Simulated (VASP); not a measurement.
Set up this calculation in VASP 6.6.1, as the native input.

| Quantity | Value |
| --- | --- |
| Task | single point |
| Functional | r2SCAN |
| Potentials or basis | VASP PAW PBE potentials, release 64 (Ti_sv, O) |
| Cutoff | 520 eV |
| k mesh | 16 × 16 × 16 |
| Occupations | gaussian, width 0.1 eV |
| Spin | collinear spin |
| Starting moments | [1.0, 0.0] μB |
| Dipole correction | no |
| Further INCAR settings | ALGO = Normal; EDIFF = 1e-06; NBANDS = 20 |

Crystal: TiO.

```
Ti O
1.0
     0.00000    2.30517    2.30517
     2.30517    0.00000    2.30517
     2.30517    2.30517    0.00000
Ti O
1 1
Cartesian
  0.0000 0.0000 0.0000
  1.1526 1.1526 1.1526
```

The input as run:

POSCAR

```
TiO
1.0
    0.0000000000      2.3051679792      2.3051679792
    2.3051679792      0.0000000000      2.3051679792
    2.3051679792      2.3051679792      0.0000000000
Ti O
1 1
Direct
    0.0000000000      0.0000000000      0.0000000000
    0.2500000000      0.2500000000      0.2500000000
```

INCAR.step1

```
  PREC = Accurate
  ENCUT = 520
  ISMEAR = 0
  SIGMA = 0.1
  LREAL = False
  LASPH = True
  NELM = 150
  ISPIN = 2
  MAGMOM = 1 0
  LMAXMIX = 4
  NBANDS = 20
  GGA = PE
  ALGO = Normal
  EDIFF = 1E-4
  LWAVE = True
  LCHARG = False
```

INCAR.step2

```
  PREC = Accurate
  ENCUT = 520
  EDIFF = 1E-6
  ISMEAR = 0
  SIGMA = 0.1
  LREAL = False
  LASPH = True
  NELM = 150
  ALGO = Normal
  ISIF = 2
  LWAVE = False
  LCHARG = False
  ISPIN = 2
  MAGMOM = 1 0
  LORBIT = 11
  LMAXMIX = 4
  METAGGA = R2SCAN
  LMIXTAU = True
  NBANDS = 20
  ISTART = 1
```

KPOINTS

```
regular mesh
0
Gamma
  16 16 16
```

Potentials or basis: VASP PAW PBE potentials, release 64 (Ti_sv, O).

Command:

```bash
$ cat potpaw_PBE.64/Ti_sv/POTCAR potpaw_PBE.64/O/POTCAR > POTCAR
$ cp INCAR.step1 INCAR
$ mpirun -np 1 vasp_std > vasp.out
$ cp INCAR.step2 INCAR
$ mpirun -np 1 vasp_std > vasp.out
```

Results of the run:

```
Pressure                                              : 1.2 GPa
Net moment                                            : -0.31 μB per cell
Site moments                                          : Ti -0.28; O +0.01 μB
Valence electrons inside the program's atomic spheres : Ti 10.26; O 5.10
```

Caveat: a moment this small can come from the mesh or the smearing; the PAW data sets were made with another functional, which shifts forces and pressure a little.

Run time: 9 min on 1 thread of Intel Xeon 8259CL (shared host), peak memory 0.21 GiB.
